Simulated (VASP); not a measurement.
## Pd: single point with PBE

The system is Pd, a slab with vacuum.

```
Pd
1.0
     2.75050    0.00000    0.00000
    -1.37525    2.38201    0.00000
     0.00000    0.00000   23.98311
Pd
5
Cartesian
  1.3753 0.7940 7.5000
  0.0000 1.5880 9.7458
  0.0000 0.0000 11.9916
  1.3753 0.7940 14.2373
  0.0000 1.5880 16.4831
```

- Program: VASP 6.6.1
- Task: single point
- Functional: PBE
- Potentials or basis: VASP PAW PBE potentials, release 64 (Pd)
- Cutoff: 520 eV
- k mesh: 11 × 11 × 1
- Occupations: fermi-dirac, width 0.05 eV
- Spin: no spin polarisation
- Dipole correction: yes
- Further INCAR settings: ALGO = Normal; EDIFF = 1e-06; NBANDS = 33

```json
{"Largest force": "0.335 eV/Å", "Band gap on the k mesh": "zero (band 25 reaches 2.12 eV, above the bottom of band 26 at 1.18 eV)"}
```

Forces in eV/Å, atoms in the order of the input:
```
Pd   0.000  0.000 -0.335
Pd   0.000  0.000  0.088
Pd   0.000  0.000  0.000
Pd   0.000  0.000 -0.088
Pd   0.000  0.000  0.335
```

Levels at points of the mesh, in eV from the Fermi level:
```
           k point  band 23  band 24  band 25  band 26  band 27  band 28
(0.00, 0.00, 0.00)    -1.14    -0.78    -0.78    -0.31    -0.31    -0.07
```

Run time: 2.6 min on 1 thread of Intel Xeon 6975P-C (shared host), peak memory 0.28 GiB.
